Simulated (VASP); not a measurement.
# Ir2Ru (P6_3/mmc) in VASP: a series of runs

Runs on Ir2Ru. Level: PBE. Tasks: single point.

All numbers are computed with VASP 6.6.1; they aren't measurements. Logs are shortened: lines on timing, memory, paths and dates and some standing lists are left out, and cuts for length are marked.

### 1 The cell of the first run

It takes space group P6_3/mmc (No. 194, hexagonal). Conventional cell: a = 2.735 Å, b = 2.735 Å, c = 12.906 Å, α = 90.00°, β = 90.00°, γ = 120.00°. Within 3.5 Å of Ru (site symmetry -6m2) lie 6 Ir at 2.67 Å and 6 Ru at 2.73 Å. Ir (site symmetry 3m) has 9 Ir at 2.67 to 2.73 Å and 3 Ru at 2.67 Å within 3.5 Å.

### 2 Single point, PBE

File INCAR:

```
SYSTEM = Ir2Ru
ALGO     = Normal         ! electronic algorithm
EDIFF    = 1E-7           ! SCF threshold, eV
ENCUT    = 520            ! plane-wave cutoff, eV
GGA      = PE             ! functional
ISIF     = 2              ! what is computed and relaxed
ISMEAR   = 0              ! smearing method
LASPH    = .TRUE.         ! aspherical terms in the spheres
LCHARG   = .FALSE.        ! write CHGCAR
LREAL    = .FALSE.        ! projectors in reciprocal space
LWAVE    = .FALSE.        ! write WAVECAR
NBANDS   = 41             ! bands
NELM     = 80             ! most SCF steps
PREC     = Accurate       ! precision mode
SIGMA    = 0.1            ! smearing width, eV
```

File KPOINTS:

```
k-points
0
G
  6 6 2
  0 0 0
```

File POSCAR:

```
Ir2Ru
1.0
    2.7349649100      0.0000000000      0.0000000000
   -1.3674824600      2.3685490900      0.0000000000
    0.0000000000      0.0000000000     12.9062052800
Ru Ir
2 4
Direct
    0.3333333300      0.6666666700      0.2500000000
    0.6666666700      0.3333333300      0.7500000000
    0.3333333300      0.6666666700      0.9166666700
    0.3333333300      0.6666666700      0.5833333300
    0.6666666700      0.3333333300      0.0833333300
    0.6666666700      0.3333333300      0.4166666700
```

Potentials or basis: VASP PAW PBE potentials, release 64 (Ru_pv, Ir).

On the command line:

```bash
cat potpaw_PBE.64/Ru_pv/POTCAR potpaw_PBE.64/Ir/POTCAR > POTCAR
mpirun -np 1 vasp_std > vasp.out
```

OUTCAR:

```text
SYSTEM = Ir2Ru
   EDIFF = 1E-7
   ENCUT = 520
   GGA = PE
   ISIF = 2
   ISMEAR = 0
   LASPH = .TRUE.
   LREAL = .FALSE.
   NELM = 80
   PREC = Accurate

 ion  position               nearest neighbor table
   1  0.333  0.667  0.250-   5 2.67   6 2.67   5 2.67   6 2.67   5 2.67   6 2.67
   2  0.667  0.333  0.750-   3 2.67   4 2.67   3 2.67   4 2.67   3 2.67   4 2.67
   3  0.333  0.667  0.917-   5 2.67   5 2.67   5 2.67   2 2.67   2 2.67   2 2.67
   4  0.333  0.667  0.583-   6 2.67   6 2.67   6 2.67   2 2.67   2 2.67   2 2.67
   5  0.667  0.333  0.083-   3 2.67   3 2.67   3 2.67   1 2.67   1 2.67   1 2.67
   6  0.667  0.333  0.417-   4 2.67   4 2.67   4 2.67   1 2.67   1 2.67   1 2.67

  LATTYP: Found a hexagonal cell.
 ALAT       =     2.7349649100
 C/A-ratio  =     4.7189655826

  Lattice vectors:

 A1 = (   2.7349649100,   0.0000000000,   0.0000000000)
 A2 = (  -1.3674824600,   2.3685490900,   0.0000000000)
 A3 = (   0.0000000000,   0.0000000000,  12.9062052800)

Analysis of symmetry for initial positions (statically):
=====================================================================
 Subroutine PRICEL returns:
 Original cell was already a primitive cell.

 Routine SETGRP: Setting up the symmetry group for a
 hexagonal supercell.

 Subroutine GETGRP returns: Found 24 space group operations
 (whereof 12 operations were pure point group operations)
 out of a pool of 24 trial point group operations.

The static configuration has the point symmetry D_3d.
 The point group associated with its full space group is D_6h.

Analysis of symmetry for dynamics (positions and initial velocities):
=====================================================================
 Subroutine PRICEL returns:
 Original cell was already a primitive cell.

 Routine SETGRP: Setting up the symmetry group for a
 hexagonal supercell.

 Subroutine GETGRP returns: Found 24 space group operations
 (whereof 12 operations were pure point group operations)
 out of a pool of 24 trial point group operations.

The dynamic configuration has the point symmetry D_3d.
 The point group associated with its full space group is D_6h.

 Subroutine INISYM returns: Found 24 space group operations
 (whereof 12 operations are pure point group operations),
 and found     1 'primitive' translations

----------------------------------------------------------------------------------------

                                     Primitive cell

  volume of cell :      83.6051

  direct lattice vectors                    reciprocal lattice vectors
     2.734964910  0.000000000  0.000000000     0.365635404  0.211099700  0.000000000
    -1.367482460  2.368549090  0.000000000     0.000000000  0.422199398  0.000000000
     0.000000000  0.000000000 12.906205280     0.000000000  0.000000000  0.077482109

  length of vectors
     2.734964910  2.734964912 12.906205280     0.422199398  0.422199398  0.077482109

  position of ions in fractional coordinates (direct lattice)
     0.333333330  0.666666670  0.250000000
     0.666666670  0.333333330  0.750000000
     0.333333330  0.666666670  0.916666670
     0.333333330  0.666666670  0.583333330
     0.666666670  0.333333330  0.083333330
     0.666666670  0.333333330  0.416666670

  ion indices of the primitive-cell ions
   primitive index   ion index
                 1           1
                 2           2
                 3           3
                 4           4
                 5           5
                 6           6

----------------------------------------------------------------------------------------

 KPOINTS: k-points

Automatic generation of k-mesh.
 Grid dimensions read from file:
 generate k-points for:    6    6    2

 Generating k-lattice:

  Cartesian coordinates                     Fractional coordinates (reciprocal lattice)
     0.060939234  0.035183283  0.000000000     0.166666667  0.000000000  0.000000000
     0.000000000  0.070366566  0.000000000     0.000000000  0.166666667  0.000000000
     0.000000000  0.000000000  0.038741054     0.000000000  0.000000000  0.500000000

  Length of vectors
     0.070366566  0.070366566  0.038741054

  Shift w.r.t. Gamma in fractional coordinates (k-lattice)
     0.000000000  0.000000000  0.000000000

 Subroutine IBZKPT returns following result:
 ===========================================

 Found     14 irreducible k-points:

 Following reciprocal coordinates:
            Coordinates               Weight
  0.000000  0.000000  0.000000      1.000000
  0.166667 -0.000000  0.000000      6.000000
  0.333333  0.000000  0.000000      6.000000
  0.500000  0.000000  0.000000      3.000000
  0.166667  0.166667  0.000000      6.000000
  0.333333  0.166667  0.000000     12.000000
  0.333333  0.333333  0.000000      2.000000
  0.000000  0.000000  0.500000      1.000000
  0.166667 -0.000000  0.500000      6.000000
  0.333333  0.000000  0.500000      6.000000
  0.500000  0.000000  0.500000      3.000000
  0.166667  0.166667  0.500000      6.000000
  0.333333  0.166667  0.500000     12.000000
  0.333333  0.333333  0.500000      2.000000
   k-points           NKPTS =     14   k-points in BZ     NKDIM =     14   number of bands    NBANDS=     41
   number of dos      NEDOS =    301   number of ions     NIONS =      6
   total plane-waves  NPLWV =  38400
   dimension x,y,z NGX =    20 NGY =   20 NGZ =   96
   dimension x,y,z NGXF=    40 NGYF=   40 NGZF=  192
   ions per type =               2   4
   NGX,Y,Z   is equivalent  to a cutoff of  12.16, 12.16, 12.37 a.u.
   NGXF,Y,Z  is equivalent  to a cutoff of  24.31, 24.31, 24.73 a.u.
 SYSTEM =  Ir2Ru
   PREC   = accura    normal or accurate (medium, high low for compatibility)
   ISTART =      0    job   : 0-new  1-cont  2-samecut
   ICHARG =      2    charge: 1-file 2-atom 10-const
   ISPIN  =      1    spin polarized calculation?
   LNONCOLLINEAR =      F non collinear calculations
   LSORBIT =      F    spin-orbit coupling
   LASPH  =      T    aspherical Exc in radial PAW
   ENCUT  =  520.0 eV  38.22 Ry    6.18 a.u.   5.09  5.09 24.00*2*pi/ulx,y,z
   NELM   =     80;   NELMIN=  2; NELMDL= -5     # of ELM steps
   EDIFF  = 0.1E-06   stopping-criterion for ELM
   LREAL  =      F    real-space projection
   EDIFFG = 0.1E-05   stopping-criterion for IOM
   NSW    =      0    number of steps for IOM
   IBRION =     -1    ionic relax: 0-MD 1-quasi-New 2-CG
   NFREE  =      0    steps in history (QN), initial steepest desc. (CG)
   ISIF   =      2    stress and relaxation
   ISYM   =      2    0-nonsym 1-usesym 2-fastsym
   POTIM  = 0.5000    time-step for ionic-motion
   TEBEG  =    0.0;   TEEND  =   0.0 temperature during run
   PSTRESS=    0.0 pullay stress
   NELECT =      64.0000    total number of electrons
   NUPDOWN=      -1.0000    fix difference up-down
   EMIN   =  10.00;   EMAX   =-10.00  energy-range for DOS
   EFERMI =   0.00;   METHOD = LEGACY
   ISMEAR =     0;   SIGMA  =   0.10  broadening in eV -4-tet -1-fermi 0-gaus
   EFERMI_NEDOS =   21; number of points for ismear=-14 and -15
   IALGO  =     38    algorithm
   IMIX   =      4    mixing-type and parameters
     AMIX     =   0.40;   BMIX     =  1.00
     AMIX_MAG =   1.60;   BMIX_MAG =  1.00
  volume/ion in A,a.u.               =      13.93        94.03
  Fermi-wavevector in a.u.,A,eV,Ry     =   1.497582  2.830019 30.514487  2.242752
  Thomas-Fermi vector in A             =   2.609451
   LORBIT       =      0    0 simple, 1 ext, 2 COOP (PROOUT), +10 PAW based schemes
   GGA     = PE    functional components
   LHFCALC =     F    Hartree Fock is set to
   AEXX    =    0.0000 exact exchange contribution
   IVDW    =     0    specifies the selected vdW correction
   LEPSILON=     F    determine dielectric tensor
   LRPA    =     F    only Hartree local field effects (RPA)
 non-spin polarized calculation
 Gauss-broadening in eV      SIGMA  =   0.10
  energy-cutoff  :      520.00
  volume of cell :       83.61
 maximum number of plane-waves:      2271
   NGX = 11   NGY = 11   NGZ = 47

 number of electron      64.0000016 magnetization

 Free energy of the ion-electron system (eV)
  ---------------------------------------------------
  ext. energy  EPLUGINS =         0.00000000
  ---------------------------------------------------
  free energy    TOTEN  =       -53.61258834 eV

  energy without entropy =      -53.56999585  energy(sigma->0) =      -53.59129209

 E-fermi :  11.2335     XC(G=0): -14.0373

 val. band max:       11.2327353997   @ k =   0.3333   0.1667   0.0000
 cond. band min:      11.3631477771   @ k =   0.3333   0.0000   0.0000
 fundamental gap:      0.1304123774
 Fermi energy:        11.2335376438

 k-point     1 :       0.0000    0.0000    0.0000
  band No.  band energies     occupation
      1     -32.0708      2.00000
      2     -32.0704      2.00000
      3     -31.6069      2.00000
      4     -31.6069      2.00000
      5     -31.6069      2.00000
      6     -31.6069      2.00000
[... 33 lines left out ...]
     40      11.8252      0.00000
     41      11.8898      0.00000

 k-point     2 :       0.1667   -0.0000    0.0000
  band No.  band energies     occupation
      1     -32.0471      2.00000
      2     -32.0468      2.00000
      3     -31.7769      2.00000
      4     -31.7769      2.00000
      5     -31.6470      2.00000
      6     -31.6470      2.00000
[... 33 lines left out ...]
     40      12.9288      0.00000
     41      13.0398      0.00000

 k-point     3 :       0.3333    0.0000    0.0000
  band No.  band energies     occupation
      1     -32.1078      2.00000
      2     -32.1077      2.00000
      3     -31.9994      2.00000
      4     -31.9994      2.00000
      5     -31.7265      2.00000
      6     -31.7265      2.00000
[... 435 lines left out ...]
      2     -32.1858      2.00000
      3     -31.9755      2.00000
      4     -31.9755      2.00000
      5     -31.8535      2.00000
      6     -31.8535      2.00000
[... 33 lines left out ...]
     40      15.0805      0.00000
     41      17.8667      0.00000

 k-point    14 :       0.3333    0.3333    0.5000
  band No.  band energies     occupation
      1     -32.0741      2.00000
      2     -32.0741      2.00000
      3     -32.0699      2.00000
      4     -32.0699      2.00000
      5     -31.9636      2.00000
      6     -31.9636      2.00000
[... 33 lines left out ...]
     40      17.0841      0.00000
     41      18.3272      0.00000

------------------------ aborting loop because EDIFF is reached ----------------------------------------

  FORCE on cell =-STRESS in cart. coord.  units (eV):
  Direction    XX          YY          ZZ          XY          YZ          ZX
  --------------------------------------------------------------------------------------
  -------------------------------------------------------------------------------------
  Total        5.7848099      5.7848099      4.6994412     -0.0000000      0.0000000      0.0000000
  in kB      110.8579797    110.8579797     90.0583709     -0.0000002      0.0000000      0.0000000
  external PRESSURE =     103.9247768 kB  Pullay stress =       0.0000000 kB

 VOLUME and BASIS-vectors are now :
 -----------------------------------------------------------------------------
  energy-cutoff  :      520.00
  volume of cell :       83.61
      direct lattice vectors                 reciprocal lattice vectors
     2.734964910  0.000000000  0.000000000     0.365635404  0.211099700  0.000000000
    -1.367482460  2.368549090  0.000000000     0.000000000  0.422199398  0.000000000
     0.000000000  0.000000000 12.906205280     0.000000000  0.000000000  0.077482109

 POSITION                                       TOTAL-FORCE (eV/Angst)
 -----------------------------------------------------------------------------------
     -0.00000      1.57903      3.22655         0.000000      0.000000     -0.000000
      1.36748      0.78952      9.67965        -0.000000     -0.000000     -0.000000
     -0.00000      1.57903     11.83069        -0.000000     -0.000000     -0.888046
     -0.00000      1.57903      7.52862         0.000000     -0.000000      0.888046
      1.36748      0.78952      1.07552         0.000000     -0.000000      0.888046
      1.36748      0.78952      5.37759        -0.000000      0.000000     -0.888046
 -----------------------------------------------------------------------------------
    total drift:                               -0.000005      0.000003     -0.000001

  FREE ENERGIE OF THE ION-ELECTRON SYSTEM (eV)
  ---------------------------------------------------
  free  energy   TOTEN  =       -53.6125883404 eV

  energy  without entropy=      -53.5699958471  energy(sigma->0) =      -53.59129209
```

Run time: 40 s. Hardware: 1 thread of AMD EPYC 9R45 (Zen 5), shared host; peak memory 0.17 GiB.

What came out:

```
Free energy            : -53.6126 eV
Pressure               : 10.4 GPa
Largest force          : 0.888 eV/Å
Band gap on the k mesh : zero (bands 32 and 33 overlap by 2.63 eV)
```

Forces on the atoms (eV/Å):
```
Ru   0.000  0.000  0.000
Ru   0.000  0.000  0.000
Ir   0.000  0.000 -0.888
Ir   0.000  0.000  0.888
Ir   0.000  0.000  0.888
Ir   0.000  0.000 -0.888
```

Stress tensor (GPa, compression positive):
```
11.09  0.00  0.00
 0.00 11.09  0.00
 0.00  0.00  9.01
```

Levels at points of the mesh, in eV from the Fermi level:
| k point | band 29 | band 30 | band 31 | band 32 | band 33 | band 34 | band 35 | band 36 | band 37 | band 38 |
| --- | --- | --- | --- | --- | --- | --- | --- | --- | --- | --- |
| (0.00, 0.00, 0.00) | -2.52 | -2.20 | -2.20 | -0.98 | -0.98 | -0.79 | -0.79 | 0.16 | 0.42 | 0.42 |
| (0.50, 0.00, 0.00) | 0.86 | 0.89 | 1.05 | 1.15 | 1.23 | 1.39 | 1.43 | 1.45 | 1.47 | 1.56 |
| (0.00, 0.00, 0.50) | -1.75 | -1.75 | -1.75 | -1.75 | -0.90 | -0.90 | -0.05 | -0.05 | -0.05 | -0.05 |
| (0.50, 0.00, 0.50) | 0.70 | 0.70 | 1.11 | 1.11 | 1.19 | 1.19 | 1.41 | 1.41 | 2.49 | 2.49 |

Caveat: the k points lie up to 0.44 Å⁻¹ apart, too coarse for converged energies and pressures of a metal; spin-orbit coupling is left out, which moves the levels of the heavy elements.

### 3 Single point, PBE

This run uses another cell than the first one, of 14.33 Å³/atom.

File INCAR:

```
PREC = Accurate
ENCUT = 520
EDIFF = 1E-6
ISMEAR = 0
SIGMA = 0.1
LREAL = F
LASPH = T
NELM = 60
ALGO = Normal
ISIF = 2
LWAVE = F
LCHARG = F
GGA = PE
NBANDS = 41
```

File KPOINTS:

```
Automatic mesh
0
Gamma
  6 6 2
```

File POSCAR:

```
Ir2Ru
1.0
    2.7650778297      0.0000000029      0.0000000000
   -1.3825389174      2.3946276425      0.0000000000
    0.0000000000      0.0000000000     12.9820938032
Ru Ir
2 4
Direct
    0.3333333333      0.6666666667      0.2500000000
    0.6666666667      0.3333333333      0.7500000000
    0.3333333333      0.6666666667      0.9141501040
    0.3333333333      0.6666666667      0.5858498960
    0.6666666667      0.3333333333      0.0858498960
    0.6666666667      0.3333333333      0.4141501040
```

Potentials or basis: VASP PAW PBE potentials, release 64 (Ru_pv, Ir).

On the command line:

```bash
cat potpaw_PBE.64/Ru_pv/POTCAR potpaw_PBE.64/Ir/POTCAR > POTCAR
mpirun -np 1 vasp_std > vasp.out
```

Wall time 51 s (1 thread of AMD EPYC 9R45 (Zen 5), shared host); peak memory 0.2 GiB.

The run converged. Its results:

* Free energy: -53.7469 eV
* Pressure: 0.3 GPa
* Largest force: 0.022 eV/Å
* Band gap on the k mesh: zero (bands 32 and 33 overlap by 2.47 eV)

Forces in eV/Å, atoms in the order of the input:
```
Ru   0.000  0.000  0.000
Ru   0.000  0.000  0.000
Ir   0.000  0.000 -0.022
Ir   0.000  0.000  0.022
Ir   0.000  0.000  0.022
Ir   0.000  0.000 -0.022
```

Levels at points of the mesh, in eV from the Fermi level:
| k point | band 31 | band 32 | band 33 | band 34 | band 35 | band 36 |
| --- | --- | --- | --- | --- | --- | --- |
| (0.00, 0.00, 0.00) | -2.16 | -0.90 | -0.90 | -0.84 | -0.84 | 0.26 |
| (0.50, 0.00, 0.00) | 1.02 | 1.03 | 1.14 | 1.25 | 1.31 | 1.37 |
| (0.00, 0.00, 0.50) | -1.71 | -1.71 | -0.80 | -0.80 | -0.06 | -0.06 |
| (0.50, 0.00, 0.50) | 1.05 | 1.05 | 1.12 | 1.12 | 1.29 | 1.29 |

Caveat: the k points lie up to 0.44 Å⁻¹ apart, too coarse for converged energies and pressures of a metal; spin-orbit coupling is left out, which moves the levels of the heavy elements.
